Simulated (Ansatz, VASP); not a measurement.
## Two plane-wave programs on CrGe4Mo

```xyz
6
Lattice="3.2902 0.0000 0.0000 0.0000 3.2902 0.0000 0.0000 0.0000 8.1701" Properties=species:S:1:pos:R:3 pbc="T T T"
Cr    0.0000    0.0000    0.0000
Ge    0.0000    0.0000    5.4422
Ge    1.6451    1.6451    1.2768
Ge    0.0000    0.0000    2.7278
Ge    1.6451    1.6451    6.8932
Mo    1.6451    1.6451    4.0850
```

Alike in both runs: functional PBE; k mesh 12 × 12 × 6; occupations gaussian, width 0.1 eV; no spin polarisation.

Ansatz relaxed the structure, and its values are those at the end. VASP's run is a single point on that final structure, the one shown.

|  | VASP | Ansatz |
| --- | --- | --- |
| version | VASP 6.6.1 | Ansatz 0.2.0 |
| potentials or method | VASP PAW PBE potentials, release 64 (Cr_pv, Ge_d, Mo_sv), cutoff 520 eV | scalar-relativistic, plane waves, PAW |
| valence electrons in the cell | 82 | 84 |

Ansatz gave:

```
gap on the k mesh at the Fermi level (eV) : none
pressure (GPa)                            : 0.0
rms of the force components (eV/Å)        : 0.001
```

Task: Which values does VASP return?

Result: gap on the k mesh at the Fermi level (eV): none; pressure (GPa): 0.2; rms of the force components (eV/Å): 0.005.

A gap of «none» marks a metal or a gap that the smearing closes. The functional is the same, so the differences come from potentials, cutoffs and numerics. VASP's potentials hold 82 valence electrons a cell and Ansatz's 84, so a difference there can come from the potentials and not from the codes.
